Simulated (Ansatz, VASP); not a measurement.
## Au in VASP and in Ansatz

```
Au
1.0
     2.93816    0.00000    0.00000
    -1.46908    2.54452    0.00000
     0.00000    0.00000    4.94422
Au
2
Direct
  0.33333 0.66667 0.75000
  0.66667 0.33333 0.25000
```

Change from the starting cell: volume scaled by 1.04, PAW files.

Alike in both runs: task electric field gradients; functional LDA; k mesh 14 × 14 × 8; occupations fermi-dirac, width 0.03 eV; no spin polarisation.

```csv
,VASP,Ansatz
version,VASP 6.6.1,Ansatz 0.2.0
potentials or method,"VASP PAW LDA potentials, release 64 (Au)","PAW with Ansatz's default frozen-core files, scalar-relativistic"
plane-wave cutoff (eV),520,420
valence electrons in the cell,22,38
```

VASP gave:

```
pressure (GPa)                                                : -14.7
traceless stress, the component that is largest in VASP (GPa) : 0.28
size of Vzz on the site where it differs most (V/Å²)          : 18.9
```

**Question.** Which values does Ansatz return?

**Answer.** Pressure (GPa): -15.0; traceless stress, the component that is largest in VASP (GPa): 0.39; size of Vzz on the site where it differs most (V/Å²): 6.3.

LDA's correlation is that of Perdew and Zunger in VASP and of Perdew and Wang (1992) in Ansatz. VASP's potentials hold 22 valence electrons a cell and Ansatz's 38, so a difference there can come from the potentials and not from the codes.

Spin-orbit coupling is off throughout.
